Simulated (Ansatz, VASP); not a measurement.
**Two plane-wave programs on LiCl**

```
Li Cl
1.0
     0.00000    2.59016    2.59016
     2.59016    0.00000    2.59016
     2.59016    2.59016    0.00000
Li Cl
1 1
Direct
  0.00000 0.00000 0.00000
  0.50000 0.50000 0.50000
```

Change from the starting cell: volume scaled by 1.03, PAW files.

Alike in both runs: task electric field gradients; functional PBE; k mesh 9 × 9 × 9; occupations fermi-dirac, width 0.03 eV; no spin polarisation.

```csv
,VASP,Ansatz
version,VASP 6.6.1,Ansatz 0.2.0
potentials or method,"VASP PAW PBE potentials, release 64 (Li_sv, Cl)","PAW with Ansatz's default frozen-core files, scalar-relativistic"
plane-wave cutoff (eV),520,420
valence electrons in the cell,10,10
```

|  | VASP | Ansatz | Ansatz less VASP |
| --- | --- | --- | --- |
| gap on the k mesh at the Fermi level (eV) | 6.17 | 6.16 | -0.011 |

Noted on VASP's run: the cutoff is short for stress, so the pressure is rough.
